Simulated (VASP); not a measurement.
H3C2N, 36 atoms in the cell. The cell holds a disordered packing, 36 atoms: a = 8.052 Å, b = 8.052 Å, c = 8.052 Å, α = 90.00°, β = 90.00°, γ = 90.00°. 

* Program: VASP 6.6.1
* Task: single point
* Functional: PBE
* Dispersion: D3(BJ)
* Potentials or basis: VASP PAW PBE potentials, release 64 (C_h, N_h, H_h)
* Cutoff: 1000 eV
* k mesh: 1 × 1 × 1
* Occupations: fermi-dirac, width 0.02 eV
* Spin: no spin polarisation
* Dipole correction: no
* Further INCAR settings: LREAL = Auto; ALGO = Normal; EDIFF = 1e-06; NBANDS = 72

Potentials or basis: VASP PAW PBE potentials, release 64 (C_h, N_h, H_h).

Command:

```console
$ cat potpaw_PBE.64/C_h/POTCAR potpaw_PBE.64/N_h/POTCAR potpaw_PBE.64/H_h/POTCAR > POTCAR
$ mpirun -np 1 vasp_gam > vasp.out
```

Hardware: 1 thread of Intel(R) Xeon(R) Platinum 8375C CPU @ 2.90GHz (Ice Lake), with other jobs on the host.

**Question.** How long does it take, and how much memory?

**Answer.** It took 4.1 min on 1 thread of Intel(R) Xeon(R) Platinum 8375C CPU @ 2.90GHz (Ice Lake) (shared host), peak memory 1 GiB. Counts: scf iterations 17, k points 1.
